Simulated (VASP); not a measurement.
# DyGe3P (Pm-3m) in VASP: a series of runs, part 3 of 3

VASP 6.6.1. Earlier steps stand in the parts before.

### 5 Single point, PBE

This run uses another cell than the first one, of 22.42 Å³/atom.

INCAR

```
SYSTEM = DyGe3P
PREC = Accurate
ENCUT = 500
EDIFF = 1E-6
ISMEAR = 0
SIGMA = 0.1
LREAL = .False.
LASPH = .True.
NELM = 200
ALGO = Normal
ISIF = 2
LWAVE = .False.
LCHARG = .False.
GGA = PE
NBANDS = 36
GGA_COMPAT = .False.
LMAXMIX = 6
```

KPOINTS

```
regular mesh
0
Gamma
  8 8 8
  0 0 0
```

POSCAR

```
DyGe3P
1.0
    4.8217060167      0.0000000000      0.0000000000
    0.0000000000      4.8217060167      0.0000000000
    0.0000000000      0.0000000000      4.8217060167
Dy Ge P
1 3 1
Direct
    0.0000000000      0.0000000000      0.0000000000
    0.0000000000      0.5000000000      0.5000000000
    0.5000000000      0.0000000000      0.5000000000
    0.5000000000      0.5000000000      0.0000000000
    0.5000000000      0.5000000000      0.5000000000
```

Potentials or basis: VASP PAW PBE potentials, release 64 (Dy_3, Ge_d, P), 4f in core.

On the command line:

```sh
cat potpaw_PBE.64/Dy_3/POTCAR potpaw_PBE.64/Ge_d/POTCAR potpaw_PBE.64/P/POTCAR > POTCAR
mpirun -np 1 vasp_std > vasp.out
```

OUTCAR:

```text
SYSTEM = DyGe3P
   PREC = Accurate
   ENCUT = 500
   EDIFF = 1E-6
   ISMEAR = 0
   LREAL = .False.
   LASPH = .True.
   NELM = 200
   ISIF = 2
   GGA = PE

 ion  position               nearest neighbor table
   1  0.000  0.000  0.000-
   2  0.000  0.500  0.500-   5 2.41   5 2.41
   3  0.500  0.000  0.500-   5 2.41   5 2.41
   4  0.500  0.500  0.000-   5 2.41   5 2.41
   5  0.500  0.500  0.500-   2 2.41   3 2.41   4 2.41   4 2.41   3 2.41   2 2.41

  LATTYP: Found a simple cubic cell.
 ALAT       =     4.8217060167

  Lattice vectors:

 A1 = (   4.8217060167,   0.0000000000,   0.0000000000)
 A2 = (   0.0000000000,   4.8217060167,   0.0000000000)
 A3 = (   0.0000000000,   0.0000000000,   4.8217060167)

Analysis of symmetry for initial positions (statically):
=====================================================================
 Subroutine PRICEL returns:
 Original cell was already a primitive cell.

 Routine SETGRP: Setting up the symmetry group for a
 simple cubic supercell.

 Subroutine GETGRP returns: Found 48 space group operations
 (whereof 48 operations were pure point group operations)
 out of a pool of 48 trial point group operations.

The static configuration has the point symmetry O_h .

Analysis of symmetry for dynamics (positions and initial velocities):
=====================================================================
 Subroutine PRICEL returns:
 Original cell was already a primitive cell.

 Routine SETGRP: Setting up the symmetry group for a
 simple cubic supercell.

 Subroutine GETGRP returns: Found 48 space group operations
 (whereof 48 operations were pure point group operations)
 out of a pool of 48 trial point group operations.

The dynamic configuration has the point symmetry O_h .

 Subroutine INISYM returns: Found 48 space group operations
 (whereof 48 operations are pure point group operations),
 and found     1 'primitive' translations

[... 121 lines left out ...]
  volume/ion in A,a.u.               =      22.42       151.30
  Fermi-wavevector in a.u.,A,eV,Ry     =   1.298983  2.454722 22.957881  1.687357
  Thomas-Fermi vector in A             =   2.430276
   LORBIT       =      0    0 simple, 1 ext, 2 COOP (PROOUT), +10 PAW based schemes
   GGA     = PE    functional components
   LHFCALC =     F    Hartree Fock is set to
   AEXX    =    0.0000 exact exchange contribution
   IVDW    =     0    specifies the selected vdW correction
   LEPSILON=     F    determine dielectric tensor
   LRPA    =     F    only Hartree local field effects (RPA)
 non-spin polarized calculation
 Gauss-broadening in eV      SIGMA  =   0.10
  energy-cutoff  :      500.00
  volume of cell :      112.10
 maximum number of plane-waves:      2897
 NGX is ok and might be reduce to    36
   NGX = 17   NGY = 17   NGZ = 17

 number of electron      55.9999906 magnetization

 Free energy of the ion-electron system (eV)
  ---------------------------------------------------
  ext. energy  EPLUGINS =         0.00000000
  ---------------------------------------------------
  free energy    TOTEN  =       -22.42591638 eV

  energy without entropy =      -22.40378465  energy(sigma->0) =      -22.41485051

 E-fermi :   5.3282     XC(G=0): -10.3613

 val. band max:        5.3157415431   @ k =   0.3750   0.1250   0.0000
 cond. band min:       5.3296535508   @ k =   0.2500   0.2500   0.0000
 fundamental gap:      0.0139120077
 Fermi energy:         5.3281830227

 k-point     1 :       0.0000    0.0000    0.0000
  band No.  band energies     occupation
      1     -19.2399      2.00000
      2     -19.1810      2.00000
      3     -19.1810      2.00000
      4     -19.1810      2.00000
      5     -19.1803      2.00000
      6     -19.1803      2.00000
[... 925 lines left out ...]
     35       8.7219      0.00000
     36      10.0127      0.00000

 [... further k-points ...]

------------------------ aborting loop because EDIFF is reached ----------------------------------------

  FORCE on cell =-STRESS in cart. coord.  units (eV):
  Direction    XX          YY          ZZ          XY          YZ          ZX
  --------------------------------------------------------------------------------------
  -------------------------------------------------------------------------------------
  Total        0.0353337      0.0353337      0.0353337      0.0000000     -0.0000000      0.0000000
  in kB        0.5050072      0.5050072      0.5050072      0.0000000     -0.0000000      0.0000000
  external PRESSURE =       0.5050072 kB  Pullay stress =       0.0000000 kB

 VOLUME and BASIS-vectors are now :
 -----------------------------------------------------------------------------
  energy-cutoff  :      500.00
  volume of cell :      112.10
      direct lattice vectors                 reciprocal lattice vectors
     4.821706017  0.000000000  0.000000000     0.207395473  0.000000000  0.000000000
     0.000000000  4.821706017  0.000000000     0.000000000  0.207395473  0.000000000
     0.000000000  0.000000000  4.821706017     0.000000000  0.000000000  0.207395473

 POSITION                                       TOTAL-FORCE (eV/Angst)
 -----------------------------------------------------------------------------------
      0.00000      0.00000      0.00000         0.000000      0.000000      0.000000
      0.00000      2.41085      2.41085         0.000000      0.000000      0.000000
      2.41085      0.00000      2.41085         0.000000      0.000000      0.000000
      2.41085      2.41085      0.00000         0.000000      0.000000      0.000000
      2.41085      2.41085      2.41085         0.000000      0.000000      0.000000
 -----------------------------------------------------------------------------------
    total drift:                                0.000000      0.000000      0.000000

  FREE ENERGIE OF THE ION-ELECTRON SYSTEM (eV)
  ---------------------------------------------------
  free  energy   TOTEN  =       -22.4259163778 eV

  energy  without entropy=      -22.4037846509  energy(sigma->0) =      -22.41485051
```

Run time: 76 s. Hardware: 1 thread of Intel Xeon 6975P-C (Granite Rapids), shared host; peak memory 0.28 GiB.

Results:

```yaml
Free_energy: -22.4259 eV
Pressure: 0.1 GPa
Band_gap_on_the_k_mesh: zero (bands 28 and 29 overlap by 1.73 eV)
```

Levels at points of the mesh, in eV from the Fermi level:
| k point | band 25 | band 26 | band 27 | band 28 | band 29 | band 30 | band 31 | band 32 |
| --- | --- | --- | --- | --- | --- | --- | --- | --- |
| (0.00, 0.00, 0.00) | -5.45 | 1.07 | 1.07 | 1.07 | 1.20 | 1.20 | 1.22 | 1.22 |
| (0.50, 0.00, 0.00) | -1.65 | -1.40 | -0.80 | -0.80 | -0.04 | -0.04 | 0.51 | 1.62 |
| (0.50, 0.50, 0.00) | -1.60 | -1.60 | -0.26 | -0.26 | 1.34 | 1.34 | 1.53 | 1.61 |
| (0.50, 0.50, 0.50) | -3.34 | 0.47 | 1.04 | 1.04 | 1.04 | 1.64 | 1.64 | 2.49 |

Caveat: spin-orbit coupling is left out, which moves the levels of the heavy elements; the 4f electrons are frozen in the core, so they carry no moment and show no levels.

### 6 Relaxation of cell and atoms, PBE

This run uses another cell than the first one, of 21.45 Å³/atom.

INCAR

```
PREC = Accurate
ENCUT = 500
EDIFF = 1E-7
ISMEAR = 0
SIGMA = 0.1
LREAL = F
LASPH = T
NELM = 200
ALGO = Normal
ISIF = 3
LWAVE = F
LCHARG = F
GGA = PE
IBRION = 2
NSW = 100
EDIFFG = -0.01
GGA_COMPAT = F
NELMIN = 4
LMAXMIX = 6
```

KPOINTS

```
regular mesh
0
Gamma
  8 8 8
```

POSCAR: that of step 5 with these lines changed.

```diff
@@ -2,5 +2,5 @@
 1.0
-    4.8217060167      0.0000000000      0.0000000000
-    0.0000000000      4.8217060167      0.0000000000
-    0.0000000000      0.0000000000      4.8217060167
+    4.7513284461      0.0000000000      0.0000000000
+    0.0000000000      4.7513284461      0.0000000000
+    0.0000000000      0.0000000000      4.7513284461
 Dy Ge P
```

Potentials or basis: VASP PAW PBE potentials, release 64 (Dy_3, Ge_d, P), 4f in core.

On the command line:

```sh
cat potpaw_PBE.64/Dy_3/POTCAR potpaw_PBE.64/Ge_d/POTCAR potpaw_PBE.64/P/POTCAR > POTCAR
mpirun -np 1 vasp_std > vasp.out
```

OUTCAR:

```text
PREC = Accurate
   ENCUT = 500
   EDIFF = 1E-7
   ISMEAR = 0
   LREAL = F
   LASPH = T
   NELM = 200
   ISIF = 3
   GGA = PE
   IBRION = 2
   NSW = 100
   EDIFFG = -0.01
   NELMIN = 4

 ion  position               nearest neighbor table
   1  0.000  0.000  0.000-   2 3.36   3 3.36   4 3.36   2 3.36   3 3.36   2 3.36   4 3.36   2 3.36
                             3 3.36   4 3.36   3 3.36   4 3.36
   2  0.000  0.500  0.500-   5 2.38   5 2.38   1 3.36   1 3.36   1 3.36   1 3.36
   3  0.500  0.000  0.500-   5 2.38   5 2.38   1 3.36   1 3.36   1 3.36   1 3.36
   4  0.500  0.500  0.000-   5 2.38   5 2.38   1 3.36   1 3.36   1 3.36   1 3.36
   5  0.500  0.500  0.500-   2 2.38   3 2.38   4 2.38   4 2.38   3 2.38   2 2.38

  LATTYP: Found a simple cubic cell.
 ALAT       =     4.7513284461

  Lattice vectors:

[... 269 lines left out ...]
  ---------------------------------------------------
  free energy    TOTEN  =       -22.42313980 eV

  energy without entropy =      -22.40101598  energy(sigma->0) =      -22.41207789

 E-fermi :   5.3235     XC(G=0): -10.3588

 val. band max:        5.3111126773   @ k =   0.3750   0.1250   0.0000
 cond. band min:       5.3249728640   @ k =   0.2500   0.2500   0.0000
 fundamental gap:      0.0138601866
 Fermi energy:         5.3234566811

 k-point     1 :       0.0000    0.0000    0.0000
  band No.  band energies     occupation
      1     -19.2448      2.00000
      2     -19.1860      2.00000
      3     -19.1860      2.00000
      4     -19.1860      2.00000
      5     -19.1854      2.00000
      6     -19.1854      2.00000
[... 853 lines left out ...]
     32       7.2127      0.00000
     33       7.4760      0.00000

 [... further k-points ...]

------------------------ aborting loop because EDIFF is reached ----------------------------------------

  FORCE on cell =-STRESS in cart. coord.  units (eV):
  Direction    XX          YY          ZZ          XY          YZ          ZX
  --------------------------------------------------------------------------------------
  -------------------------------------------------------------------------------------
  Total        0.0044242      0.0044242      0.0044242     -0.0000000     -0.0000000      0.0000000
  in kB        0.0631982      0.0631982      0.0631982     -0.0000000     -0.0000000      0.0000000
  external PRESSURE =       0.0631982 kB  Pullay stress =       0.0000000 kB
[... 20 lines left out ...]
  FREE ENERGIE OF THE ION-ELECTRON SYSTEM (eV)
  ---------------------------------------------------
  free  energy   TOTEN  =       -22.4231397967 eV

  energy  without entropy=      -22.4010159822  energy(sigma->0) =      -22.41207789

 reached required accuracy - stopping structural energy minimisation
```

Run time: 2.4 min. Hardware: 1 thread of Intel Xeon 6975P-C (Granite Rapids), shared host; peak memory 0.29 GiB.

Results:

| Quantity | Value |
| --- | --- |
| Free energy | -22.4231 eV |
| Relaxed volume | 22.43 Å³/atom |
| Relaxed cell | a = 4.823 Å, b = 4.823 Å, c = 4.823 Å, α = 90.00°, β = 90.00°, γ = 90.00° |
| Space group after relaxing (to 0.1 Å) | Pm-3m (No. 221) |
| Energy gained by relaxing | 8.9 meV/atom |
| Ionic steps | 3 |
| Pressure after relaxing | 0.0 GPa |
| Band gap on the k mesh | zero (bands 28 and 29 overlap by 1.73 eV) |

Step by step:
| step | energy change (eV) | largest force (eV/Å) | pressure (GPa) | volume (Å³) |
| --- | --- | --- | --- | --- |
| 1 | 0.0000 | 0.0000 | 3.00 | 107.26 |
| 2 | -0.0408 | 0.0000 | -0.78 | 113.63 |
| 3 | -0.0444 | 0.0000 | 0.01 | 112.16 |

Final structure:
```
CELL_PARAMETERS angstrom
4.82258 0.00000 0.00000
0.00000 4.82258 0.00000
0.00000 0.00000 4.82258
ATOMIC_POSITIONS crystal
Dy 0.00000 0.00000 0.00000
Ge 0.00000 0.50000 0.50000
Ge 0.50000 0.00000 0.50000
Ge 0.50000 0.50000 0.00000
P 0.50000 0.50000 0.50000
```

Levels at points of the mesh, in eV from the Fermi level:
```tsv
k point	band 26	band 27	band 28	band 29	band 30	band 31
(0.00, 0.00, 0.00)	1.07	1.07	1.07	1.20	1.20	1.22
(0.50, 0.00, 0.00)	-1.40	-0.80	-0.80	-0.04	-0.04	0.50
(0.50, 0.50, 0.00)	-1.60	-0.26	-0.26	1.34	1.34	1.53
(0.50, 0.50, 0.50)	0.47	1.04	1.04	1.04	1.64	1.64
```

Caveat: spin-orbit coupling is left out, which moves the levels of the heavy elements; the 4f electrons are frozen in the core, so they carry no moment and show no levels. Spin polarisation is off, so any magnetic state and its effect on volume and gap are missing.

### 7 Summary

```tsv
task	cell	k mesh	gap on the mesh (eV)	pressure (GPa)	relaxed volume (Å³/atom)
single point	a = 4.555 Å, 5 atoms	4 × 4 × 4	none	12.7	-
single point	a = 4.751 Å, 5 atoms	4 × 4 × 4	none	0.5	-
relaxation of cell and atoms	relaxed from a = 4.555 Å, 5 atoms	4 × 4 × 4	none	0.0	21.58
single point	a = 4.822 Å, 5 atoms	8 × 8 × 8	none	0.1	-
relaxation of cell and atoms	relaxed from a = 4.751 Å, 5 atoms	8 × 8 × 8	none	0.0	22.43
```

Alike in all rows: level PBE; potentials or basis VASP PAW PBE potentials, release 64 (Dy_3, Ge_d, P), 4f in core; no spin polarisation; cutoff (eV) 500; smearing gaussian 0.1 eV.

Caveats: spin-orbit coupling is left out, which moves the levels of the heavy elements; the 4f electrons are frozen in the core, so they carry no moment and show no levels; the cell stands under pressure (at least some runs).

Total energies depend on the potentials used, so only differences within one code and one set of settings carry meaning.
